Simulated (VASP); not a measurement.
# Bi3B2 (R-3m) in VASP: single point with PBE

Aim: the single point of Bi3B2 with PBE.

Program: VASP 6.6.1. These are calculated values, not measurements. Logs are shortened: lines on timing, memory, paths and dates and some standing lists are left out, and cuts for length are marked.

## 1. The cell of the first run

It takes space group R-3m (No. 166, trigonal). Conventional cell: a = 3.785 Å, b = 3.785 Å, c = 26.859 Å, α = 90.00°, β = 90.00°, γ = 120.00°. B (site symmetry 3m) has 6 Bi at 2.47 to 2.77 Å within 3.3 Å. Within 3.6 Å of Bi (site symmetry -3m) lie 6 B at 2.77 Å and 6 Bi at 3.59 Å. Within 3.3 Å of Bi (site symmetry 3m) lie 3 B at 2.47 Å.

## 2. Single point, PBE

The input, INCAR:

```
ALGO     = Normal         # electronic algorithm
EDIFF    = 1E-6           # SCF threshold, eV
ENCUT    = 500            # plane-wave cutoff, eV
GGA      = PE             # functional
GGA_COMPAT= F            
ISIF     = 2              # what is computed and relaxed
ISMEAR   = 0              # smearing method
LASPH    = T              # aspherical terms in the spheres
LCHARG   = T              # write CHGCAR
LELF     = T              # ELF
LREAL    = F              # projectors in reciprocal space
LVHAR    = T            
LWAVE    = F              # write WAVECAR
NBANDS   = 34             # bands
NELM     = 120            # most SCF steps
PREC     = Accurate       # precision mode
SIGMA    = 0.1            # smearing width, eV
```

The input, KPOINTS:

```
k-points
0
Gamma
  12 12 12
```

The input, POSCAR:

```
Bi3B2
1.0
    1.8926996141      1.0927506317      8.9530159036
   -1.8926996141      1.0927506317      8.9530159036
    0.0000000000     -2.1855012634      8.9530159036
B Bi
2 3
Direct
    0.3965110812      0.3965110812      0.3965110812
    0.6034889188      0.6034889188      0.6034889188
    0.0000000000      0.0000000000      0.0000000000
    0.2274415712      0.2274415712      0.2274415712
    0.7725584288      0.7725584288      0.7725584288
```

Potentials or basis: VASP PAW PBE potentials, release 64 (B, Bi_d).

Started as:

```console
$ cat potpaw_PBE.64/B/POTCAR potpaw_PBE.64/Bi_d/POTCAR > POTCAR
$ mpirun -np 1 vasp_std > vasp.out
```

OUTCAR:

```text
EDIFF = 1E-6
   ENCUT = 500
   GGA = PE
   ISIF = 2
   ISMEAR = 0
   LASPH = T
   LREAL = F
   NELM = 120
   PREC = Accurate

 ion  position               nearest neighbor table
   1  0.397  0.397  0.397-   5 2.47   5 2.47   5 2.47   3 2.77   3 2.77   3 2.77
   2  0.603  0.603  0.603-   4 2.47   4 2.47   4 2.47   3 2.77   3 2.77   3 2.77
   3  0.000  0.000  0.000-   2 2.77   2 2.77   1 2.77   1 2.77   2 2.77   1 2.77   5 3.59   4 3.59
                             5 3.59   4 3.59   5 3.59   4 3.59
   4  0.227  0.227  0.227-   2 2.47   2 2.47   2 2.47   3 3.59   3 3.59   3 3.59
   5  0.773  0.773  0.773-   1 2.47   1 2.47   1 2.47   3 3.59   3 3.59   3 3.59

  LATTYP: Found a trigonal (rhomboedric) cell.
 ALAT       =     9.2159052481
 COS(alpha) =     0.9156437275

  Lattice vectors:

 A1 = (   1.8926996141,   1.0927506317,   8.9530159036)
 A2 = (  -1.8926996141,   1.0927506317,   8.9530159036)
 A3 = (   0.0000000000,  -2.1855012634,   8.9530159036)

Analysis of symmetry for initial positions (statically):
=====================================================================
 Subroutine PRICEL returns:
 Original cell was already a primitive cell.

 Routine SETGRP: Setting up the symmetry group for a
 trigonal (rhombohedral) supercell.

 Subroutine GETGRP returns: Found 12 space group operations
 (whereof 12 operations were pure point group operations)
 out of a pool of 12 trial point group operations.

The static configuration has the point symmetry D_3d.

Analysis of symmetry for dynamics (positions and initial velocities):
=====================================================================
 Subroutine PRICEL returns:
 Original cell was already a primitive cell.

 Routine SETGRP: Setting up the symmetry group for a
 trigonal (rhombohedral) supercell.

 Subroutine GETGRP returns: Found 12 space group operations
 (whereof 12 operations were pure point group operations)
 out of a pool of 12 trial point group operations.

The dynamic configuration has the point symmetry D_3d.

 Subroutine INISYM returns: Found 12 space group operations
 (whereof 12 operations are pure point group operations),
 and found     1 'primitive' translations

----------------------------------------------------------------------------------------

                                     Primitive cell

  volume of cell :     111.1024

  direct lattice vectors                    reciprocal lattice vectors
     1.892699614  1.092750632  8.953015904     0.264172929  0.152520311  0.037231402
    -1.892699614  1.092750632  8.953015904    -0.264172929  0.152520311  0.037231402
     0.000000000 -2.185501263  8.953015904     0.000000000 -0.305040623  0.037231402

  length of vectors
     9.215905248  9.215905248  9.215905248     0.307304342  0.307304342  0.307304342

  position of ions in fractional coordinates (direct lattice)
     0.396511081  0.396511081  0.396511081
     0.603488919  0.603488919  0.603488919
     0.000000000  0.000000000  0.000000000
     0.227441571  0.227441571  0.227441571
     0.772558429  0.772558429  0.772558429

  ion indices of the primitive-cell ions
   primitive index   ion index
                 1           1
                 2           2
                 3           3
                 4           4
                 5           5

----------------------------------------------------------------------------------------

 KPOINTS: k-points

Automatic generation of k-mesh.
 Grid dimensions read from file:
 generate k-points for:   12   12   12

 Generating k-lattice:

  Cartesian coordinates                     Fractional coordinates (reciprocal lattice)
     0.022014411  0.012710026  0.003102617     0.083333333  0.000000000 -0.000000000
    -0.022014411  0.012710026  0.003102617     0.000000000  0.083333333 -0.000000000
     0.000000000 -0.025420052  0.003102617    -0.000000000 -0.000000000  0.083333333

  Length of vectors
     0.025608695  0.025608695  0.025608695

  Shift w.r.t. Gamma in fractional coordinates (k-lattice)
     0.000000000  0.000000000  0.000000000

 Subroutine IBZKPT returns following result:
 ===========================================

 Found    189 irreducible k-points:

 Following reciprocal coordinates:
            Coordinates               Weight
  0.000000  0.000000  0.000000      1.000000
  0.083333  0.000000  0.000000      6.000000
  0.166667 -0.000000  0.000000      6.000000
  0.250000 -0.000000  0.000000      6.000000
  0.333333  0.000000  0.000000      6.000000
  0.416667 -0.000000 -0.000000      6.000000
[... 16 lines left out ...]
  0.500000  0.166667  0.000000     12.000000
 -0.416667  0.166667  0.000000     12.000000
 [... further k-points ...]
   k-points           NKPTS =    189   k-points in BZ     NKDIM =    189   number of bands    NBANDS=     34
   number of dos      NEDOS =    301   number of ions     NIONS =      5
   total plane-waves  NPLWV = 343000
   dimension x,y,z NGX =    70 NGY =   70 NGZ =   70
   dimension x,y,z NGXF=   140 NGYF=  140 NGZF=  140
   ions per type =               2   3
   NGX,Y,Z   is equivalent  to a cutoff of  12.63, 12.63, 12.63 a.u.
   NGXF,Y,Z  is equivalent  to a cutoff of  25.25, 25.25, 25.25 a.u.
 SYSTEM =  unknown system
   PREC   = accura    normal or accurate (medium, high low for compatibility)
   ISTART =      0    job   : 0-new  1-cont  2-samecut
   ICHARG =      2    charge: 1-file 2-atom 10-const
   ISPIN  =      1    spin polarized calculation?
   LNONCOLLINEAR =      F non collinear calculations
   LSORBIT =      F    spin-orbit coupling
   LASPH  =      T    aspherical Exc in radial PAW
   ENCUT  =  500.0 eV  36.75 Ry    6.06 a.u.  16.80 16.80 16.80*2*pi/ulx,y,z
   NELM   =    120;   NELMIN=  2; NELMDL= -5     # of ELM steps
   EDIFF  = 0.1E-05   stopping-criterion for ELM
   LREAL  =      F    real-space projection
   EDIFFG = 0.1E-04   stopping-criterion for IOM
   NSW    =      0    number of steps for IOM
   IBRION =     -1    ionic relax: 0-MD 1-quasi-New 2-CG
   NFREE  =      0    steps in history (QN), initial steepest desc. (CG)
   ISIF   =      2    stress and relaxation
   ISYM   =      2    0-nonsym 1-usesym 2-fastsym
   POTIM  = 0.5000    time-step for ionic-motion
   TEBEG  =    0.0;   TEEND  =   0.0 temperature during run
   PSTRESS=    0.0 pullay stress
   NELECT =      51.0000    total number of electrons
   NUPDOWN=      -1.0000    fix difference up-down
   EMIN   =  10.00;   EMAX   =-10.00  energy-range for DOS
   EFERMI =   0.00;   METHOD = LEGACY
   ISMEAR =     0;   SIGMA  =   0.10  broadening in eV -4-tet -1-fermi 0-gaus
   EFERMI_NEDOS =   21; number of points for ismear=-14 and -15
   IALGO  =     38    algorithm
   IMIX   =      4    mixing-type and parameters
     AMIX     =   0.40;   BMIX     =  1.00
     AMIX_MAG =   1.60;   BMIX_MAG =  1.00
  volume/ion in A,a.u.               =      22.22       149.95
  Fermi-wavevector in a.u.,A,eV,Ry     =   1.262866  2.386470 21.698970  1.594829
  Thomas-Fermi vector in A             =   2.396252
   LORBIT       =      0    0 simple, 1 ext, 2 COOP (PROOUT), +10 PAW based schemes
   GGA     = PE    functional components
   LHFCALC =     F    Hartree Fock is set to
   AEXX    =    0.0000 exact exchange contribution
   IVDW    =     0    specifies the selected vdW correction
   LEPSILON=     F    determine dielectric tensor
   LRPA    =     F    only Hartree local field effects (RPA)
 non-spin polarized calculation
 Gauss-broadening in eV      SIGMA  =   0.10
  energy-cutoff  :      500.00
  volume of cell :      111.10
 maximum number of plane-waves:      2852
 NGX is ok and might be reduce to    70
   NGX = 33   NGY = 33   NGZ = 33

 number of electron      51.0000001 magnetization

 Free energy of the ion-electron system (eV)
  ---------------------------------------------------
  ext. energy  EPLUGINS =         0.00000000
  ---------------------------------------------------
  free energy    TOTEN  =       -21.00210070 eV

  energy without entropy =      -20.99239153  energy(sigma->0) =      -20.99724612

 E-fermi :   7.3264     XC(G=0): -10.3060

 val. band max:        7.3186281831   @ k =  -0.2500  -0.2500   0.0833
 cond. band min:       7.3285093283   @ k =   0.3333   0.3333   0.3333
 fundamental gap:      0.0098811452
 Fermi energy:         7.3264050896

 k-point     1 :       0.0000    0.0000    0.0000
  band No.  band energies     occupation
      1     -15.8149      2.00000
      2     -15.7731      2.00000
      3     -15.7731      2.00000
      4     -15.7622      2.00000
      5     -15.7622      2.00000
      6     -15.3699      2.00000
[... 26 lines left out ...]
     33      12.2951      0.00000
     34      13.1846      0.00000

 k-point     2 :       0.0833    0.0000    0.0000
  band No.  band energies     occupation
      1     -15.8128      2.00000
      2     -15.7740      2.00000
      3     -15.7706      2.00000
      4     -15.7645      2.00000
      5     -15.7609      2.00000
      6     -15.3726      2.00000
[... 26 lines left out ...]
     33      12.5525      0.00000
     34      12.8281      0.00000

 k-point     3 :       0.1667   -0.0000    0.0000
  band No.  band energies     occupation
      1     -15.8081      2.00000
      2     -15.7772      2.00000
      3     -15.7693      2.00000
      4     -15.7689      2.00000
      5     -15.7518      2.00000
      6     -15.3794      2.00000
[... 26 lines left out ...]
     33      12.3553      0.00000
     34      12.6473      0.00000
[... 704 lines left out ...]
 k-point    23 :       0.5000    0.1667    0.0000
  band No.  band energies     occupation
      1     -15.8008      2.00000
      2     -15.7928      2.00000
      3     -15.7818      2.00000
      4     -15.7569      2.00000
      5     -15.7133      2.00000
      6     -15.3881      2.00000
[... 26 lines left out ...]
     33      13.4665      0.00000
     34      13.6709      0.00000

 k-point    24 :      -0.4167    0.1667    0.0000
  band No.  band energies     occupation
      1     -15.8026      2.00000
      2     -15.7929      2.00000
      3     -15.7830      2.00000
      4     -15.7530      2.00000
      5     -15.7117      2.00000
      6     -15.3899      2.00000
[... 26 lines left out ...]
     33      13.4281      0.00000
     34      13.8196      0.00000

 [... further k-points ...]

------------------------ aborting loop because EDIFF is reached ----------------------------------------

  FORCE on cell =-STRESS in cart. coord.  units (eV):
  Direction    XX          YY          ZZ          XY          YZ          ZX
  --------------------------------------------------------------------------------------
  -------------------------------------------------------------------------------------
  Total       -0.0303685     -0.0303685     -0.0030339      0.0000000      0.0000000      0.0000000
  in kB       -0.4379353     -0.4379353     -0.0437515      0.0000000      0.0000000      0.0000000
  external PRESSURE =      -0.3065407 kB  Pullay stress =       0.0000000 kB

 VOLUME and BASIS-vectors are now :
 -----------------------------------------------------------------------------
  energy-cutoff  :      500.00
  volume of cell :      111.10
      direct lattice vectors                 reciprocal lattice vectors
     1.892699614  1.092750632  8.953015904     0.264172929  0.152520311  0.037231402
    -1.892699614  1.092750632  8.953015904    -0.264172929  0.152520311  0.037231402
     0.000000000 -2.185501263  8.953015904     0.000000000 -0.305040623  0.037231402

 POSITION                                       TOTAL-FORCE (eV/Angst)
 -----------------------------------------------------------------------------------
      0.00000      0.00000     10.64991         0.000000      0.000000     -0.001680
      0.00000      0.00000     16.20914         0.000000     -0.000000      0.001680
      0.00000      0.00000      0.00000         0.000000      0.000000      0.000000
      0.00000      0.00000      6.10886         0.000000      0.000000     -0.007445
      0.00000      0.00000     20.75018         0.000000     -0.000000      0.007445
 -----------------------------------------------------------------------------------
    total drift:                               -0.000000      0.000000     -0.000000

  FREE ENERGIE OF THE ION-ELECTRON SYSTEM (eV)
  ---------------------------------------------------
  free  energy   TOTEN  =       -21.0021006992 eV

  energy  without entropy=      -20.9923915344  energy(sigma->0) =      -20.99724612
```

It took 36 min on 1 thread of AMD EPYC 9R45 (Zen 5), shared host; peak memory 0.98 GiB.

Results:

| Quantity | Value |
| --- | --- |
| Free energy | -21.0021 eV |
| Pressure | 0.0 GPa |
| Largest force | 0.007 eV/Å |
| Band gap on the k mesh | zero (an odd number of electrons rules out a gap without spin polarisation) |

Forces in eV/Å, atoms in the order of the input:
```
B    0.000  0.000 -0.002
B    0.000  0.000  0.002
Bi   0.000  0.000  0.000
Bi   0.000  0.000 -0.007
Bi   0.000  0.000  0.007
```

Caveat: spin-orbit coupling is left out, which moves the levels of the heavy elements.
